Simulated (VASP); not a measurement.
Write the native input for VASP 6.6.1 that does the following.

```
Task                   : single point
Functional             : PBE
Potentials or basis    : VASP PAW PBE potentials, release 64 (Mg, O)
Cutoff                 : 520 eV
k mesh                 : 6 × 6 × 4
Occupations            : gaussian, width 0.1 eV
Spin                   : no spin polarisation
Dipole correction      : no
Further INCAR settings : ALGO = Normal; EDIFF = 1e-06; NBANDS = 21
```

The structure of MgO lies in POSCAR:

```
MgO
1.0
    3.1162687010     -0.0000000029      0.0000000000
   -1.5581343480      2.6987678616      0.0000000000
    0.0000000000      0.0000000000      7.7470348087
Mg O
3 3
Direct
    0.0000000000      0.5000000000      0.1666666667
    0.5000000000      0.5000000000      0.8333333333
    0.5000000000      0.0000000000      0.5000000000
    0.5000000000      0.5000000000      0.3333333333
    0.5000000000      0.0000000000      0.0000000000
    0.0000000000      0.5000000000      0.6666666667
```

These files were run (other wordings do the same):

INCAR

```
SYSTEM = MgO
PREC = Accurate
ENCUT = 520
EDIFF = 1E-6
ISMEAR = 0
SIGMA = 0.1
LREAL = .False.
LASPH = .True.
NELM = 60
ALGO = Normal
ISIF = 2
LWAVE = .False.
LCHARG = .True.
GGA = PE
LELF = .True.
LVHAR = .True.
NBANDS = 21
```

KPOINTS

```
regular mesh
0
Gamma
  6 6 4
  0 0 0
```

Potentials or basis: VASP PAW PBE potentials, release 64 (Mg, O).

Run with:

```bash
$ cat potpaw_PBE.64/Mg/POTCAR potpaw_PBE.64/O/POTCAR > POTCAR
$ mpirun -np 1 vasp_std > vasp.out
```

It gave:

* Pressure: -0.5 GPa
* Band gap on the k mesh: 3.00 eV, direct

It took 13 s on 1 thread of Intel(R) Xeon(R) 6975P-C (Granite Rapids), on a shared host, peak memory 0.18 GiB.
